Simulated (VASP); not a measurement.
Input of a VASP 6.6.1 run:

Contents of INCAR:

```
PREC = Accurate
ENCUT = 520
EDIFF = 1E-7
ISMEAR = 0
SIGMA = 0.1
LREAL = F
LASPH = T
NELM = 80
ALGO = Fast
ISIF = 2
LWAVE = F
LCHARG = T
GGA = PE
LELF = T
LVHAR = T
NBANDS = 17
```

File KPOINTS:

```
Automatic mesh
0
Gamma
  6 6 6
```

File POSCAR:

```
Be3Cd
1.0
   -2.3906287800      2.3906287800      2.3906287800
    2.3906287800     -2.3906287800      2.3906287800
    2.3906287800      2.3906287800     -2.3906287800
Be Cd
3 1
Direct
    0.0000000000      0.5000000000      0.5000000000
    0.5000000000      0.0000000000      0.5000000000
    0.5000000000      0.5000000000      0.0000000000
    0.0000000000      0.0000000000      0.0000000000
```

Potentials or basis: VASP PAW PBE potentials, release 64 (Be, Cd).

The run is started by

```bash
$ cat potpaw_PBE.64/Be/POTCAR potpaw_PBE.64/Cd/POTCAR > POTCAR
$ mpirun -np 1 vasp_std > vasp.out
```

(1) Estimate the pressure.

(2) What does it give for the band gap on the k mesh?

Results:

(1) 3.2 GPa.

(2) zero (band 9 reaches 4.01 eV, above the bottom of band 10 at 2.25 eV).
